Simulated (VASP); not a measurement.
# AlNi (P4mm) in VASP: a series of runs

AlNi is run at these levels: PBEsol; tasks: single point.

Program: VASP 6.6.1. These are calculated values, not measurements. Logs are shortened: lines on timing, memory, paths and dates and some standing lists are left out, and cuts for length are marked.

## 1. The cell of the first run

The structure is tetragonal, space group P4mm (No. 99). The conventional cell has a = 2.790 Å, b = 2.790 Å, c = 2.790 Å, α = 90.00°, β = 90.00°, γ = 90.00°. Al (site symmetry 4mm) has 8 Ni at 2.40 to 2.43 Å and 6 Al at 2.79 Å within 3.2 Å. Ni (site symmetry 4mm) has 8 Al at 2.40 to 2.43 Å and 6 Ni at 2.79 Å within 3.2 Å.

## 2. Single point, PBEsol

The input, INCAR:

```
PREC = Accurate ; ENCUT = 520
EDIFF = 1E-6 ; ISMEAR = 0
SIGMA = 0.15 ; LREAL = False
LASPH = True ; NELM = 60
ALGO = Fast ; ISIF = 2
LWAVE = False ; LCHARG = False
GGA = PS ; NBANDS = 14
```

The input, KPOINTS:

```
Automatic mesh
0
Gamma
  16 16 16
```

The input, POSCAR:

```
AlNi
1.0
    2.7902777901      0.0000000000      0.0000000000
    0.0000000000      2.7902777901      0.0000000000
    0.0000000000      0.0000000000      2.7902777901
Al Ni
1 1
Direct
    0.0000000000      0.0000000000     -0.0066391239
    0.5000000000      0.5000000000      0.5030520259
```

Potentials or basis: VASP PAW PBE potentials, release 64 (Al, Ni).

On the command line:

```sh
> cat potpaw_PBE.64/Al/POTCAR potpaw_PBE.64/Ni/POTCAR > POTCAR
> mpirun -np 1 vasp_std > vasp.out
```

OUTCAR:

```text
PREC = Accurate
   ENCUT = 520
   EDIFF = 1E-6
   ISMEAR = 0
   LREAL = False
   LASPH = True
   NELM = 60
   ISIF = 2
   GGA = PS

 ion  position               nearest neighbor table
   1  0.000  0.000  0.993-   2 2.40   2 2.40   2 2.40   2 2.40   2 2.43   2 2.43   2 2.43   2 2.43

   2  0.500  0.500  0.503-   1 2.40   1 2.40   1 2.40   1 2.40   1 2.43   1 2.43   1 2.43   1 2.43

  LATTYP: Found a simple cubic cell.
 ALAT       =     2.7902777901

  Lattice vectors:

 A1 = (   2.7902777901,   0.0000000000,   0.0000000000)
 A2 = (   0.0000000000,   2.7902777901,   0.0000000000)
 A3 = (   0.0000000000,   0.0000000000,   2.7902777901)

Analysis of symmetry for initial positions (statically):
=====================================================================
 Subroutine PRICEL returns:
 Original cell was already a primitive cell.

 Routine SETGRP: Setting up the symmetry group for a
 simple cubic supercell.

 Subroutine GETGRP returns: Found  8 space group operations
 (whereof  8 operations were pure point group operations)
 out of a pool of 48 trial point group operations.

The static configuration has the point symmetry C_4v.

Analysis of symmetry for dynamics (positions and initial velocities):
=====================================================================
 Subroutine PRICEL returns:
 Original cell was already a primitive cell.

 Routine SETGRP: Setting up the symmetry group for a
 simple cubic supercell.

 Subroutine GETGRP returns: Found  8 space group operations
 (whereof  8 operations were pure point group operations)
 out of a pool of 48 trial point group operations.

The dynamic configuration has the point symmetry C_4v.

 Subroutine INISYM returns: Found  8 space group operations
 (whereof  8 operations are pure point group operations),
 and found     1 'primitive' translations

----------------------------------------------------------------------------------------

                                     Primitive cell

  volume of cell :      21.7241

  direct lattice vectors                    reciprocal lattice vectors
     2.790277790  0.000000000  0.000000000     0.358387256  0.000000000  0.000000000
     0.000000000  2.790277790  0.000000000     0.000000000  0.358387256  0.000000000
     0.000000000  0.000000000  2.790277790     0.000000000  0.000000000  0.358387256

  length of vectors
     2.790277790  2.790277790  2.790277790     0.358387256  0.358387256  0.358387256

  position of ions in fractional coordinates (direct lattice)
[... 85 lines left out ...]
   ISIF   =      2    stress and relaxation
   ISYM   =      2    0-nonsym 1-usesym 2-fastsym
   POTIM  = 0.5000    time-step for ionic-motion
   TEBEG  =    0.0;   TEEND  =   0.0 temperature during run
   PSTRESS=    0.0 pullay stress
   NELECT =      13.0000    total number of electrons
   NUPDOWN=      -1.0000    fix difference up-down
   EMIN   =  10.00;   EMAX   =-10.00  energy-range for DOS
   EFERMI =   0.00;   METHOD = LEGACY
   ISMEAR =     0;   SIGMA  =   0.15  broadening in eV -4-tet -1-fermi 0-gaus
   EFERMI_NEDOS =   21; number of points for ismear=-14 and -15
   IALGO  =     68    algorithm
   IMIX   =      4    mixing-type and parameters
     AMIX     =   0.40;   BMIX     =  1.00
     AMIX_MAG =   1.60;   BMIX_MAG =  1.00
  volume/ion in A,a.u.               =      10.86        73.30
  Fermi-wavevector in a.u.,A,eV,Ry     =   1.379564  2.606998 25.894563  1.903197
  Thomas-Fermi vector in A             =   2.504522
   LORBIT       =      0    0 simple, 1 ext, 2 COOP (PROOUT), +10 PAW based schemes
   GGA     = PS    functional components
   LHFCALC =     F    Hartree Fock is set to
   AEXX    =    0.0000 exact exchange contribution
   IVDW    =     0    specifies the selected vdW correction
   LEPSILON=     F    determine dielectric tensor
   LRPA    =     F    only Hartree local field effects (RPA)
 non-spin polarized calculation
 RMM-DIIS sequential band-by-band and
 Gauss-broadening in eV      SIGMA  =   0.15
  energy-cutoff  :      520.00
  volume of cell :       21.72
 maximum number of plane-waves:       624
 NGX is ok and might be reduce to    24
   NGX = 11   NGY = 11   NGZ = 11

 number of electron      12.9999990 magnetization

 Free energy of the ion-electron system (eV)
  ---------------------------------------------------
  ext. energy  EPLUGINS =         0.00000000
  ---------------------------------------------------
  free energy    TOTEN  =       -11.50826669 eV

  energy without entropy =      -11.50035165  energy(sigma->0) =      -11.50430917

 E-fermi :  11.2175     XC(G=0): -12.6403

 val. band max:       11.2093521148   @ k =   0.2500   0.1250   0.3750
 cond. band min:      11.2282261814   @ k =   0.1250   0.3750   0.3125
 fundamental gap:      0.0188740666
 Fermi energy:        11.2174972944

 k-point     1 :       0.0000    0.0000    0.0000
  band No.  band energies     occupation
      1      -0.6343      2.00000
      2       7.4887      2.00000
      3       7.4897      2.00000
      4       9.4671      2.00000
      5       9.4680      2.00000
      6       9.4680      2.00000
      7      17.1384      0.00000
      8      17.1390      0.00000
      9      17.1390      0.00000
     10      19.6831      0.00000
     11      19.6847      0.00000
     12      26.7397      0.00000
     13      33.2514      0.00000
     14      33.2576      0.00000
[... 377 lines left out ...]
      1       0.1289      2.00000
      2       7.3963      2.00000
      3       7.6544      2.00000
      4       9.1463      2.00000
      5       9.1956      2.00000
      6       9.4668      2.00000
      7      13.4572      0.00000
      8      17.0921      0.00000
      9      18.1095      0.00000
     10      20.3038      0.00000
     11      23.1866      0.00000
     12      28.2956      0.00000
     13      29.2044      0.00000
     14      29.2888      0.00000

 [... further k-points ...]
[... 5 lines left out ...]
  --------------------------------------------------------------------------------------
  -------------------------------------------------------------------------------------
  Total        2.1315022      2.1315022      2.1229622      0.0000000      0.0000000      0.0000000
  in kB      157.2005413    157.2005413    156.5707115      0.0000000      0.0000000      0.0000000
  external PRESSURE =     156.9905980 kB  Pullay stress =       0.0000000 kB

 VOLUME and BASIS-vectors are now :
 -----------------------------------------------------------------------------
  energy-cutoff  :      520.00
  volume of cell :       21.72
      direct lattice vectors                 reciprocal lattice vectors
     2.790277790  0.000000000  0.000000000     0.358387256  0.000000000  0.000000000
     0.000000000  2.790277790  0.000000000     0.000000000  0.358387256  0.000000000
     0.000000000  0.000000000  2.790277790     0.000000000  0.000000000  0.358387256

 POSITION                                       TOTAL-FORCE (eV/Angst)
 -----------------------------------------------------------------------------------
      0.00000      0.00000      2.77175         0.000000      0.000000      0.224656
      1.39514      1.39514      1.40365         0.000000     -0.000000     -0.224656
 -----------------------------------------------------------------------------------
    total drift:                                0.000000     -0.000000      0.000165

  FREE ENERGIE OF THE ION-ELECTRON SYSTEM (eV)
  ---------------------------------------------------
  free  energy   TOTEN  =       -11.5082666939 eV

  energy  without entropy=      -11.5003516521  energy(sigma->0) =      -11.50430917
```

OSZICAR:

```text
N       E                     dE             d eps       ncg     rms          rms(c)
DAV:   1     0.409896128390E+02    0.40990E+02   -0.54154E+03 11612   0.998E+02
DAV:   2    -0.114141779749E+02   -0.52404E+02   -0.47228E+02 12300   0.185E+02
DAV:   3    -0.132112015176E+02   -0.17970E+01   -0.17793E+01 14196   0.376E+01
DAV:   4    -0.132337834878E+02   -0.22582E-01   -0.22576E-01 13628   0.386E+00
DAV:   5    -0.132344266244E+02   -0.64314E-03   -0.64313E-03 14554   0.711E-01    0.135E+01
RMM:   6    -0.148089160581E+02   -0.15745E+01   -0.14346E+01 13881   0.475E+01    0.161E+01
RMM:   7    -0.115255835481E+02    0.32833E+01   -0.38572E+00 12863   0.241E+01    0.148E+00
RMM:   8    -0.115193298392E+02    0.62537E-02   -0.69333E-02 12359   0.264E+00    0.734E-01
RMM:   9    -0.115119470006E+02    0.73828E-02   -0.26363E-02 13163   0.115E+00    0.551E-01
RMM:  10    -0.115083032347E+02    0.36438E-02   -0.81492E-03 14047   0.114E+00    0.176E-01
RMM:  11    -0.115084089384E+02   -0.10570E-03   -0.99095E-04 15504   0.363E-01    0.128E-01
RMM:  12    -0.115082542464E+02    0.15469E-03   -0.33386E-04 15569   0.196E-01    0.241E-02
RMM:  13    -0.115082656709E+02   -0.11425E-04   -0.10292E-04 15563   0.686E-02    0.961E-03
RMM:  14    -0.115082662129E+02   -0.54202E-06   -0.14403E-05 14998   0.377E-02    0.553E-03
RMM:  15    -0.115082666939E+02   -0.48092E-06   -0.63048E-06 11308   0.172E-02
   1 F= -.11508267E+02 E0= -.11504309E+02  d E =-.791504E-02
```

Wall time 65 s (1 thread of Intel Xeon Platinum 8488C (Sapphire Rapids), shared host); peak memory 0.24 GiB.

What came out:

| Property | Result |
| --- | --- |
| Free energy | -11.5083 eV |
| Pressure | 15.7 GPa |
| Largest force | 0.225 eV/Å |

Forces on the atoms (eV/Å):
```
Al   0.000  0.000  0.225
Ni   0.000  0.000 -0.225
```

Caveat: the PAW data sets were made with another functional, which shifts forces and pressure a little. Spin polarisation is off, so any magnetic state and its effect on volume and gap are missing.

## 3. Single point, PBEsol

The input, INCAR:

```
SYSTEM = AlNi
  ALGO = Fast
  EDIFF = 1E-7
  ENCUT = 520
  GGA = PS
  ISIF = 2
  ISMEAR = 0
  LASPH = .TRUE.
  LCHARG = .FALSE.
  LREAL = .FALSE.
  LWAVE = .FALSE.
  NBANDS = 14
  NELM = 80
  PREC = Accurate
  SIGMA = 0.15
```

The input, KPOINTS:

```
k-points
0
G
  16 16 16
  0 0 0
```

The input, POSCAR:

```
AlNi
1.0
    2.7902777901      0.0000000000      0.0000000000
    0.0000000000      2.7902777901      0.0000000000
    0.0000000000      0.0000000000      2.7902777901
Al Ni
1 1
Direct
    0.0000000000      0.0000000000     -0.0199173717
    0.5000000000      0.5000000000      0.5091560777
```

Potentials or basis: VASP PAW PBE potentials, release 64 (Al, Ni).

On the command line:

```sh
> cat potpaw_PBE.64/Al/POTCAR potpaw_PBE.64/Ni/POTCAR > POTCAR
> mpirun -np 1 vasp_std > vasp.out
```

Run time: 68 s. Hardware: 1 thread of Intel Xeon Platinum 8488C (Sapphire Rapids), shared host; peak memory 0.25 GiB.

It converged, with:

* Free energy: -11.4840 eV
* Pressure: 16.3 GPa
* Largest force: 0.674 eV/Å

Forces on the atoms (eV/Å):
```
Al   0.000  0.000  0.674
Ni   0.000  0.000 -0.674
```

Stress tensor (GPa, compression positive):
```
16.46  0.00  0.00
 0.00 16.46  0.00
 0.00  0.00 15.90
```

Levels at points of the mesh, in eV from the Fermi level:
```tsv
k point	band 3	band 4	band 5	band 6	band 7	band 8	band 9	band 10	band 11	band 12
(0.00, 0.00, 0.00)	-3.73	-1.76	-1.75	-1.75	5.92	5.93	5.93	8.48	8.49	15.47
(0.50, 0.00, 0.00)	-3.18	-2.56	-2.55	-1.65	-0.71	8.41	10.48	10.51	11.83	11.89
(0.00, 0.00, 0.50)	-3.19	-2.55	-2.55	-1.66	-0.70	8.42	10.46	10.46	11.91	11.91
(0.50, 0.50, 0.00)	-3.17	-3.17	-2.35	-2.35	-1.15	1.64	2.97	13.43	15.55	15.55
(0.00, 0.50, 0.50)	-3.15	-3.11	-2.38	-2.37	-1.15	1.65	2.97	13.40	15.88	15.91
(0.50, 0.50, 0.50)	-4.60	-1.11	-1.11	1.88	1.88	1.91	4.42	4.93	4.93	5.12
```

Caveat: the PAW data sets were made with another functional, which shifts forces and pressure a little.

## 4. Single point, PBEsol

The input, INCAR:

```
SYSTEM = AlNi
PREC     = Accurate       ! precision mode
ENCUT    = 520            ! plane-wave cutoff, eV
EDIFF    = 1E-7           ! SCF threshold, eV
ISMEAR   = 0              ! smearing method
SIGMA    = 0.15           ! smearing width, eV
LREAL    = .False.        ! projectors in reciprocal space
LASPH    = .True.         ! aspherical terms in the spheres
NELM     = 100            ! most SCF steps
ALGO     = Fast           ! electronic algorithm
ISIF     = 2              ! what is computed and relaxed
LWAVE    = .False.        ! write WAVECAR
LCHARG   = .False.        ! write CHGCAR
GGA      = PS             ! functional
NBANDS   = 14             ! bands
```

The input, KPOINTS:

```
Automatic mesh
0
Gamma
  16 16 16
  0 0 0
```

The input, POSCAR:

```
AlNi
1.0
    2.7902777901      0.0000000000      0.0000000000
    0.0000000000      2.7902777901      0.0000000000
    0.0000000000      0.0000000000      2.7902777901
Al Ni
1 1
Direct
    0.0000000000      0.0000000000     -0.0265564957
    0.5000000000      0.5000000000      0.5122081036
```

On the command line:

```sh
> cat potpaw_PBE.64/Al/POTCAR potpaw_PBE.64/Ni/POTCAR > POTCAR
> mpirun -np 1 vasp_std > vasp.out
```

Run time: 64 s. Hardware: 1 thread of Intel Xeon Platinum 8488C (Sapphire Rapids), shared host; peak memory 0.25 GiB.

The run converged. Its results:

| Quantity | Value |
| --- | --- |
| Free energy | -11.4627 eV |
| Pressure | 16.8 GPa |
| Largest force | 0.898 eV/Å |

Forces on the atoms (eV/Å):
```
Al   0.000  0.000  0.898
Ni   0.000  0.000 -0.898
```

Stress tensor (GPa, compression positive):
```
17.10  0.00  0.00
 0.00 17.10  0.00
 0.00  0.00 16.08
```

Levels at points of the mesh, in eV from the Fermi level:
```tsv
k point	band 4	band 5	band 6	band 7	band 8	band 9	band 10	band 11
(0.00, 0.00, 0.00)	-1.77	-1.75	-1.75	5.92	5.93	5.93	8.48	8.51
(0.50, 0.00, 0.00)	-2.57	-2.55	-1.65	-0.71	8.43	10.48	10.54	11.79
(0.00, 0.00, 0.50)	-2.55	-2.55	-1.66	-0.69	8.44	10.44	10.44	11.92
(0.50, 0.50, 0.00)	-3.18	-2.33	-2.33	-1.15	1.63	2.97	13.45	15.41
(0.00, 0.50, 0.50)	-3.08	-2.39	-2.38	-1.15	1.65	2.97	13.41	15.86
(0.50, 0.50, 0.50)	-1.12	-1.11	1.87	1.87	1.92	4.33	4.94	4.94
```

Caveat: the PAW data sets were made with another functional, which shifts forces and pressure a little. Spin polarisation is off, so any magnetic state and its effect on volume and gap are missing.

(Part 1 of 2 ends here.)
